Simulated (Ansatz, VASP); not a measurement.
## Two plane-wave programs on Ge

INCAR

```
SYSTEM = Ge
PREC     = Accurate       ! precision mode
ENCUT    = 520            ! plane-wave cutoff, eV
EDIFF    = 1E-6           ! SCF threshold, eV
ISMEAR   = 0              ! smearing method
SIGMA    = 0.15           ! smearing width, eV
LREAL    = .False.        ! projectors in reciprocal space
LASPH    = .True.         ! aspherical terms in the spheres
NELM     = 80             ! most SCF steps
ALGO     = Normal         ! electronic algorithm
ISIF     = 2              ! what is computed and relaxed
LWAVE    = .False.        ! write WAVECAR
LCHARG   = .False.        ! write CHGCAR
GGA      = PS             ! functional
NBANDS   = 21             ! bands
```

The input KPOINTS:

```
regular mesh
0
Gamma
  20 20 20
  0 0 0
```

File POSCAR:

```
Ge
1.0
   -2.4584595300      2.6111000550      1.4800554100
    2.4584595300     -2.6111000550      1.4800554100
    2.4584595300      2.6111000550     -1.4800554100
Ge
2
Direct
    0.1859430000      0.9359430000      0.2500000000
    0.8140570000      0.0640570000      0.7500000000
```

Input for Ansatz:

```yaml
crystal:
  lattice:
    - [-2.45845953, 2.611100055, 1.48005541]
    - [2.45845953, -2.611100055, 1.48005541]
    - [2.45845953, 2.611100055, -1.48005541]
  atoms:
    - { symbol: Ge, position: [0.185943, 0.935943, 0.25] }
    - { symbol: Ge, position: [0.814057, 0.064057, 0.75] }
basis:
  ecutwfc: 420
kpoints:
  mp_grid: { grid: [20, 20, 20] }
hamiltonian:
  xc: pbesol
scf:
  occupations: { method: gaussian, width: 0.15 }
output:
  forces: true
  stress: true
  eigenvalues: true
```

Change from the starting cell: strain -0.015 along x and y, +0.030 along z, atoms carried along.

Alike in both runs: task single point; functional PBEsol; k mesh 20 × 20 × 20; occupations gaussian, width 0.15 eV; no spin polarisation.

|  | VASP | Ansatz |
| --- | --- | --- |
| version | VASP 6.6.1 | Ansatz 0.2.0 |
| potentials or method | VASP PAW PBE potentials, release 64 (Ge_d), cutoff 520 eV | scalar-relativistic, plane waves, PAW |
| valence electrons in the cell | 28 | 28 |

Ansatz gave:

* gap on the k mesh at the Fermi level (eV): none
* pressure (GPa): -2.2
* traceless stress, the component that is largest in VASP (GPa): -1.62
* rms of the force components (eV/Å): 0.035

Question: Which values does VASP return?

Answer: gap on the k mesh at the Fermi level (eV): none; pressure (GPa): -2.3; traceless stress, the component that is largest in VASP (GPa): -1.60; rms of the force components (eV/Å): 0.035.

VASP's potentials were made for PBE, not for PBEsol. Atom by atom the forces differ by 0.001 eV/Å (rms over components). A gap of «none» marks a metal or a gap that the smearing closes. The functional is the same, so the differences come from potentials, cutoffs and numerics.
